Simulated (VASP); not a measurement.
# FeI3 (Pm-3m) in VASP: single point with PBE

Aim: the single point of FeI3 with PBE.

Program: VASP 6.6.1. These are calculated values, not measurements. Logs are shortened: lines on timing, memory, paths and dates and some standing lists are left out, and cuts for length are marked.

**1. The cell of the first run**

It takes space group Pm-3m (No. 221, cubic). The conventional cell has a = 5.133 Å, b = 5.133 Å, c = 5.133 Å, α = 90.00°, β = 90.00°, γ = 90.00°. Within 4.8 Å of Fe (site symmetry m-3m) lie 12 I at 3.63 Å. Within 4.8 Å of I (site symmetry 4/mmm) lie 4 Fe at 3.63 Å and 8 I at 3.63 Å.

**2. Single point, PBE, collinear spin, ferromagnetic start**

Input file INCAR:

```
PREC     = Accurate       # precision mode
ENCUT    = 520            # plane-wave cutoff, eV
EDIFF    = 1E-6           # SCF threshold, eV
ISMEAR   = 0              # smearing method
SIGMA    = 0.1            # smearing width, eV
LREAL    = F              # projectors in reciprocal space
LASPH    = T              # aspherical terms in the spheres
NELM     = 150            # most SCF steps
ALGO     = Normal         # electronic algorithm
ISIF     = 2              # what is computed and relaxed
LWAVE    = F              # write WAVECAR
LCHARG   = T              # write CHGCAR
ISPIN    = 2              # spin polarisation
MAGMOM   = 4 0 0 0        # initial moments
LORBIT   = 11             # projections on sites
LMAXMIX  = 4              # l up to which the mixer works
GGA      = PE             # functional
LELF     = T              # ELF
LVHAR    = T            
NBANDS   = 26             # bands
```

Input file KPOINTS:

```
Automatic mesh
0
Gamma
  4 4 4
```

Input file POSCAR:

```
FeI3
1.0
    5.1331423410      0.0000000000      0.0000000000
    0.0000000000      5.1331423410      0.0000000000
    0.0000000000      0.0000000000      5.1331423410
Fe I
1 3
Direct
    0.0000000000      0.0000000000      0.0000000000
    0.0000000000      0.5000000000      0.5000000000
    0.5000000000      0.0000000000      0.5000000000
    0.5000000000      0.5000000000      0.0000000000
```

Potentials or basis: VASP PAW PBE potentials, release 64 (Fe, I).

On the command line:

```sh
> cat potpaw_PBE.64/Fe/POTCAR potpaw_PBE.64/I/POTCAR > POTCAR
> mpirun -np 1 vasp_std > vasp.out
```

OUTCAR:

```text
PREC = Accurate
   ENCUT = 520
   EDIFF = 1E-6
   ISMEAR = 0
   LREAL = F
   LASPH = T
   NELM = 150
   ISIF = 2
   ISPIN = 2
   LORBIT = 11
   GGA = PE

 ion  position               nearest neighbor table
   1  0.000  0.000  0.000-
   2  0.000  0.500  0.500-
   3  0.500  0.000  0.500-
   4  0.500  0.500  0.000-

  LATTYP: Found a simple cubic cell.
 ALAT       =     5.1331423410

  Lattice vectors:

 A1 = (   5.1331423410,   0.0000000000,   0.0000000000)
 A2 = (   0.0000000000,   5.1331423410,   0.0000000000)
 A3 = (   0.0000000000,   0.0000000000,   5.1331423410)

Analysis of symmetry for initial positions (statically):
=====================================================================
 Subroutine PRICEL returns:
 Original cell was already a primitive cell.

 Routine SETGRP: Setting up the symmetry group for a
 simple cubic supercell.

 Subroutine GETGRP returns: Found 48 space group operations
 (whereof 48 operations were pure point group operations)
 out of a pool of 48 trial point group operations.

The static configuration has the point symmetry O_h .

Analysis of symmetry for dynamics (positions and initial velocities):
=====================================================================
 Subroutine PRICEL returns:
 Original cell was already a primitive cell.

 Routine SETGRP: Setting up the symmetry group for a
 simple cubic supercell.

 Subroutine GETGRP returns: Found 48 space group operations
 (whereof 48 operations were pure point group operations)
 out of a pool of 48 trial point group operations.

The dynamic configuration has the point symmetry O_h .

Analysis of structural, dynamic, and magnetic symmetry:
=====================================================================
 Subroutine PRICEL returns:
 Original cell was already a primitive cell.

 Routine SETGRP: Setting up the symmetry group for a
 simple cubic supercell.

 Subroutine GETGRP returns: Found 48 space group operations
 (whereof 48 operations were pure point group operations)
 out of a pool of 48 trial point group operations.

The overall configuration has the point symmetry O_h .

 Subroutine INISYM returns: Found 48 space group operations
 (whereof 48 operations are pure point group operations),
 and found     1 'primitive' translations

----------------------------------------------------------------------------------------

                                     Primitive cell

  volume of cell :     135.2539

  direct lattice vectors                    reciprocal lattice vectors
     5.133142341  0.000000000  0.000000000     0.194812443  0.000000000  0.000000000
     0.000000000  5.133142341  0.000000000     0.000000000  0.194812443  0.000000000
     0.000000000  0.000000000  5.133142341     0.000000000  0.000000000  0.194812443

  length of vectors
     5.133142341  5.133142341  5.133142341     0.194812443  0.194812443  0.194812443

  position of ions in fractional coordinates (direct lattice)
     0.000000000  0.000000000  0.000000000
     0.000000000  0.500000000  0.500000000
     0.500000000  0.000000000  0.500000000
     0.500000000  0.500000000  0.000000000

  ion indices of the primitive-cell ions
   primitive index   ion index
                 1           1
                 2           2
                 3           3
                 4           4

----------------------------------------------------------------------------------------

 KPOINTS: Automatic mesh

Automatic generation of k-mesh.
 Grid dimensions read from file:
 generate k-points for:    4    4    4

 Generating k-lattice:

  Cartesian coordinates                     Fractional coordinates (reciprocal lattice)
     0.048703111  0.000000000  0.000000000     0.250000000  0.000000000  0.000000000
     0.000000000  0.048703111  0.000000000     0.000000000  0.250000000  0.000000000
     0.000000000  0.000000000  0.048703111     0.000000000  0.000000000  0.250000000

  Length of vectors
     0.048703111  0.048703111  0.048703111

  Shift w.r.t. Gamma in fractional coordinates (k-lattice)
     0.000000000  0.000000000  0.000000000

 Subroutine IBZKPT returns following result:
 ===========================================

 Found     10 irreducible k-points:

 Following reciprocal coordinates:
            Coordinates               Weight
  0.000000  0.000000  0.000000      1.000000
  0.250000  0.000000  0.000000      6.000000
  0.500000  0.000000  0.000000      3.000000
  0.250000  0.250000  0.000000     12.000000
  0.500000  0.250000  0.000000     12.000000
  0.500000  0.500000  0.000000      3.000000
  0.250000  0.250000  0.250000      8.000000
  0.500000  0.250000  0.250000     12.000000
  0.500000  0.500000  0.250000      6.000000
  0.500000  0.500000  0.500000      1.000000
   k-points           NKPTS =     10   k-points in BZ     NKDIM =     10   number of bands    NBANDS=     26
   number of dos      NEDOS =    301   number of ions     NIONS =      4
   total plane-waves  NPLWV =  64000
   dimension x,y,z NGX =    40 NGY =   40 NGZ =   40
   dimension x,y,z NGXF=    80 NGYF=   80 NGZF=   80
   ions per type =               1   3
   NGX,Y,Z   is equivalent  to a cutoff of  12.95, 12.95, 12.95 a.u.
   NGXF,Y,Z  is equivalent  to a cutoff of  25.91, 25.91, 25.91 a.u.
 SYSTEM =  unknown system
   PREC   = accura    normal or accurate (medium, high low for compatibility)
   ISTART =      0    job   : 0-new  1-cont  2-samecut
   ICHARG =      2    charge: 1-file 2-atom 10-const
   ISPIN  =      2    spin polarized calculation?
   LNONCOLLINEAR =      F non collinear calculations
   LSORBIT =      F    spin-orbit coupling
   LASPH  =      T    aspherical Exc in radial PAW
   ENCUT  =  520.0 eV  38.22 Ry    6.18 a.u.   9.54  9.54  9.54*2*pi/ulx,y,z
   NELM   =    150;   NELMIN=  2; NELMDL= -5     # of ELM steps
   EDIFF  = 0.1E-05   stopping-criterion for ELM
   LREAL  =      F    real-space projection
   EDIFFG = 0.1E-04   stopping-criterion for IOM
   NSW    =      0    number of steps for IOM
   IBRION =     -1    ionic relax: 0-MD 1-quasi-New 2-CG
   NFREE  =      0    steps in history (QN), initial steepest desc. (CG)
   ISIF   =      2    stress and relaxation
   ISYM   =      2    0-nonsym 1-usesym 2-fastsym
   POTIM  = 0.5000    time-step for ionic-motion
   TEBEG  =    0.0;   TEEND  =   0.0 temperature during run
   PSTRESS=    0.0 pullay stress
   NELECT =      29.0000    total number of electrons
   NUPDOWN=      -1.0000    fix difference up-down
   EMIN   =  10.00;   EMAX   =-10.00  energy-range for DOS
   EFERMI =   0.00;   METHOD = LEGACY
   ISMEAR =     0;   SIGMA  =   0.10  broadening in eV -4-tet -1-fermi 0-gaus
   EFERMI_NEDOS =   21; number of points for ismear=-14 and -15
   IALGO  =     38    algorithm
   IMIX   =      4    mixing-type and parameters
     AMIX     =   0.40;   BMIX     =  1.00
     AMIX_MAG =   1.60;   BMIX_MAG =  1.00
  volume/ion in A,a.u.               =      33.81       228.18
  Fermi-wavevector in a.u.,A,eV,Ry     =   0.979845  1.851639 13.062911  0.960097
  Thomas-Fermi vector in A             =   2.110730
   LORBIT       =     11    0 simple, 1 ext, 2 COOP (PROOUT), +10 PAW based schemes
   GGA     = PE    functional components
   LHFCALC =     F    Hartree Fock is set to
   AEXX    =    0.0000 exact exchange contribution
   IVDW    =     0    specifies the selected vdW correction
   LEPSILON=     F    determine dielectric tensor
   LRPA    =     F    only Hartree local field effects (RPA)
 spin polarized calculation
 Gauss-broadening in eV      SIGMA  =   0.10
  energy-cutoff  :      520.00
  volume of cell :      135.25
 maximum number of plane-waves:      3743
 NGX is ok and might be reduce to    40
   NGX = 19   NGY = 19   NGZ = 19

 number of electron      28.9999993 magnetization       3.9493814

 Free energy of the ion-electron system (eV)
  ---------------------------------------------------
  ext. energy  EPLUGINS =         0.00000000
  ---------------------------------------------------
  free energy    TOTEN  =        -8.91870966 eV

  energy without entropy =       -8.84673935  energy(sigma->0) =       -8.88272451

 E-fermi :   3.9407     XC(G=0):  -8.9187

 val. band max:        3.9279809034   @ k =   0.2500   0.0000   0.0000
 cond. band min:       3.9495769817   @ k =   0.5000   0.5000   0.0000
 fundamental gap:      0.0215960783
 Fermi energy:         3.9407470680

 spin component 1

 k-point     1 :       0.0000    0.0000    0.0000
  band No.  band energies     occupation
      1      -9.3973      1.00000
      2      -7.6736      1.00000
      3      -7.6736      1.00000
      4      -0.0048      1.00000
      5      -0.0048      1.00000
      6      -0.0048      1.00000
[... 18 lines left out ...]
     25      10.1757      0.00000
     26      10.1757      0.00000
[... 237 lines left out ...]
      3      -8.2365      1.00000
      4      -0.9029      1.00000
      5      -0.2725      1.00000
      6      -0.2725      1.00000
[... 18 lines left out ...]
     25      12.7681      0.00000
     26      12.7681      0.00000
 Fermi energy:         3.9407470680

 spin component 2

 k-point     1 :       0.0000    0.0000    0.0000
  band No.  band energies     occupation
      1      -9.3139      1.00000
      2      -7.5836      1.00000
      3      -7.5836      1.00000
      4       0.0742      1.00000
      5       0.0742      1.00000
      6       0.0742      1.00000
[... 18 lines left out ...]
     25      10.8852      0.00000
     26      10.8852      0.00000
[... 238 lines left out ...]
      4      -0.8644      1.00000
      5      -0.1687      1.00000
      6      -0.1687      1.00000
[... 18 lines left out ...]
     25      12.8203      0.00000
     26      12.8203      0.00000

------------------------ aborting loop because EDIFF is reached ----------------------------------------

  FORCE on cell =-STRESS in cart. coord.  units (eV):
  Direction    XX          YY          ZZ          XY          YZ          ZX
  --------------------------------------------------------------------------------------
  -------------------------------------------------------------------------------------
  Total       -0.9135241     -0.9135241     -0.9135241     -0.0000000     -0.0000000     -0.0000000
  in kB      -10.8213313    -10.8213313    -10.8213313     -0.0000000     -0.0000000     -0.0000000
  external PRESSURE =     -10.8213313 kB  Pullay stress =       0.0000000 kB

 VOLUME and BASIS-vectors are now :
 -----------------------------------------------------------------------------
  energy-cutoff  :      520.00
  volume of cell :      135.25
      direct lattice vectors                 reciprocal lattice vectors
     5.133142341  0.000000000  0.000000000     0.194812443  0.000000000  0.000000000
     0.000000000  5.133142341  0.000000000     0.000000000  0.194812443  0.000000000
     0.000000000  0.000000000  5.133142341     0.000000000  0.000000000  0.194812443

 POSITION                                       TOTAL-FORCE (eV/Angst)
 -----------------------------------------------------------------------------------
      0.00000      0.00000      0.00000         0.000000      0.000000      0.000000
      0.00000      2.56657      2.56657         0.000000      0.000000      0.000000
      2.56657      0.00000      2.56657         0.000000      0.000000      0.000000
      2.56657      2.56657      0.00000         0.000000      0.000000      0.000000
 -----------------------------------------------------------------------------------
    total drift:                                0.000000     -0.000000     -0.000000

  FREE ENERGIE OF THE ION-ELECTRON SYSTEM (eV)
  ---------------------------------------------------
  free  energy   TOTEN  =        -8.9187096574 eV

  energy  without entropy=       -8.8467393536  energy(sigma->0) =       -8.88272451

 total charge

# of ion       s       p       d       tot
------------------------------------------
    1        0.206   0.066   6.088   6.360
    2        1.540   2.652   0.021   4.213
    3        1.540   2.652   0.021   4.213
    4        1.540   2.652   0.021   4.213
--------------------------------------------------
tot          4.826   8.021   6.151  18.998

 magnetization (x)

# of ion       s       p       d       tot
------------------------------------------
    1        0.058   0.010   3.330   3.398
    2        0.004   0.086   0.001   0.090
    3        0.004   0.086   0.001   0.090
    4        0.004   0.086   0.001   0.090
--------------------------------------------------
tot          0.069   0.267   3.333   3.668
```

It took 3.9 min on 1 thread of AMD EPYC 7R43 (Zen 3), shared host; peak memory 0.26 GiB.

Results:

```
Free energy                                           : -8.9187 eV
Pressure                                              : -1.1 GPa
Net moment                                            : 3.95 μB per cell
Site moments                                          : Fe +3.40; I +0.09 μB
Valence electrons inside the program's atomic spheres : Fe 6.36; I 4.21
```

Caveat: spin-orbit coupling is left out, which moves the levels of the heavy elements; semilocal functionals often make such compounds metallic where correlation or magnetic order opens a gap, which also shifts bond lengths.
